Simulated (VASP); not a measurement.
**Tc: single point with r2SCAN**

Crystal: Tc.

```
Tc
1.0
     2.77606    0.00000    0.00000
    -1.38803    2.40414    0.00000
     0.00000    0.00000    4.45588
Tc
2
Direct
  0.66667 0.33333 0.75000
  0.33333 0.66667 0.25000
```

```json
{
  "Program": "VASP 6.6.1",
  "Task": "single point",
  "Functional": "r2SCAN",
  "Potentials or basis": "VASP PAW PBE potentials, release 64 (Tc_pv)",
  "Cutoff": "520 eV",
  "k mesh": "11 × 11 × 6",
  "Occupations": "fermi-dirac, width 0.05 eV",
  "Spin": "no spin polarisation",
  "Dipole correction": "no",
  "Further INCAR settings": "ALGO = Normal; EDIFF = 1e-06; NBANDS = 20"
}
```

```
Pressure               : -13.0 GPa
Band gap on the k mesh : zero (bands 13 and 14 overlap by 3.07 eV)
```

Stress tensor (GPa, compression positive):
```
-13.09   0.00   0.00
  0.00 -13.09   0.00
  0.00   0.00 -12.74
```

Levels at points of the mesh, in eV from the Fermi level:
```csv
k point,band 11,band 12,band 13,band 14,band 15,band 16
"(0.00, 0.00, 0.00)",-1.45,-0.79,-0.79,-0.08,-0.08,1.55
"(0.00, 0.00, 0.50)",-1.62,-1.62,-1.62,-1.62,1.87,1.87
```

Wall time 80 s on 1 thread of Intel(R) Xeon(R) Platinum 8488C (Sapphire Rapids) (shared host), peak memory 0.18 GiB.

Caveat: the cell stands under tension; the PAW data sets were made with another functional, which shifts forces and pressure a little.
